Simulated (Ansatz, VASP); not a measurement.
**One calculation of ZrSi2, two programs**

INCAR

```
SYSTEM = ZrSi2
  PREC = Accurate
  ENCUT = 520
  EDIFF = 1E-8
  ISMEAR = -1
  SIGMA = 0.03
  LREAL = .False.
  LASPH = .True.
  NELM = 100
  ALGO = Normal
  ISIF = 2
  LWAVE = .False.
  LCHARG = .False.
  GGA = PE
  LEFG = .True.
  NBANDS = 29
```

The input KPOINTS:

```
Automatic mesh
0
Gamma
  8 8 8
  0 0 0
```

Contents of POSCAR:

```
ZrSi2
1.0
    1.8530000000     -7.3675000000      0.0000000000
    1.8530000000      7.3675000000      0.0000000000
    0.0000000000      0.0000000000      3.6720000000
Zr Si
2 4
Direct
    0.8946000000      0.1054000000      0.7500000000
    0.1054000000      0.8946000000      0.2500000000
    0.5522000000      0.4478000000      0.7500000000
    0.4478000000      0.5522000000      0.2500000000
    0.2496000000      0.7504000000      0.7500000000
    0.7504000000      0.2496000000      0.2500000000
```

Input for Ansatz:

```yaml
crystal:
  lattice:
    - [1.853, -7.3675, 0.0]
    - [1.853, 7.3675, 0.0]
    - [0.0, 0.0, 3.672]
  atoms:
    - { symbol: Zr, position: [0.8946, 0.1054, 0.75] }
    - { symbol: Zr, position: [0.1054, 0.8946, 0.25] }
    - { symbol: Si, position: [0.5522, 0.4478, 0.75] }
    - { symbol: Si, position: [0.4478, 0.5522, 0.25] }
    - { symbol: Si, position: [0.2496, 0.7504, 0.75] }
    - { symbol: Si, position: [0.7504, 0.2496, 0.25] }
kpoints:
  mp_grid: { grid: [8, 8, 8] }
  band_path:
    path:
      - [0.0, 0.0, 0.0]
      - [-0.5, 0.5, 0.0]
      - [-0.2658143213, 0.7341856787, 0.0]
      - [0.2658143213, 0.2658143213, 0.0]
      - [0.0, 0.0, 0.0]
      - [0.0, 0.0, 0.5]
      - [0.2658143213, 0.2658143213, 0.5]
      - [-0.2658143213, 0.7341856787, 0.5]
      - [-0.5, 0.5, 0.5]
    npoints: 8
scf:
  occupations: { method: fermi_dirac, width: 0.03 }
hamiltonian:
  xc: pbe
  pseudopotentials: { kind: all_electron, datasets: crystal }
output:
  forces: true
  stress: true
  eigenvalues: true
  efg: { contact_densities: true }
```

Alike in both runs: task electric field gradients; functional PBE; k mesh 8 × 8 × 8; occupations fermi-dirac, width 0.03 eV; no spin polarisation.

```csv
,VASP,Ansatz
version,VASP 6.6.1,Ansatz 0.2.0
potentials or method,"VASP PAW PBE potentials, release 64 (Zr_sv, Si), cutoff 520 eV","all-electron PAW with datasets made for the crystal, scalar-relativistic"
```

Ansatz gave:

- pressure (GPa): 0.9
- traceless stress, the component that is largest in VASP (GPa): -1.09
- rms of the force components (eV/Å): 0.068
- size of Vzz on the site where it differs most (V/Å²): 35.1

**Question.** Estimate VASP's values.

**Answer.** Pressure (GPa): 0.9; traceless stress, the component that is largest in VASP (GPa): -1.07; rms of the force components (eV/Å): 0.065; size of Vzz on the site where it differs most (V/Å²): 35.8.

Atom by atom the forces differ by 0.003 eV/Å (rms over components). Ansatz ran all-electron here, and VASP with PAW potentials.
